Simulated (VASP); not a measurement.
A run of VASP 6.6.1 is set up as follows.

File INCAR:

```
SYSTEM = Yb
PREC = Accurate ; ENCUT = 520
EDIFF = 1E-6 ; ISMEAR = -1
SIGMA = 0.1 ; LREAL = .FALSE.
LASPH = .TRUE. ; NELM = 80
ALGO = Normal ; ISIF = 2
LWAVE = .FALSE. ; LCHARG = .TRUE.
GGA = RP ; LELF = .TRUE.
LVHAR = .TRUE. ; NBANDS = 31
```

Contents of KPOINTS:

```
regular mesh
0
G
  11 11 6
  0 0 0
```

POSCAR

```
Yb
1.0
    3.7397464254      0.0000000000      0.0000000000
   -1.8698732127      3.2387154081      0.0000000000
    0.0000000000      0.0000000000      6.1559092551
Yb
2
Direct
    0.3333333333      0.6666666667      0.2500000000
    0.6666666667      0.3333333333      0.7500000000
```

Potentials or basis: VASP PAW PBE potentials, release 64 (Yb).

Command:

```bash
$ cat potpaw_PBE.64/Yb/POTCAR > POTCAR
$ mpirun -np 1 vasp_std > vasp.out
```

(1) Estimate the pressure.

(2) What does it give for the band gap on the k mesh?

Answers

(1) 0.3 GPa.

(2) zero (bands 24 and 25 overlap by 0.13 eV).

Caveat: the PAW data sets were made with another functional, which shifts forces and pressure a little; spin-orbit coupling is left out, which moves the levels of the heavy elements.
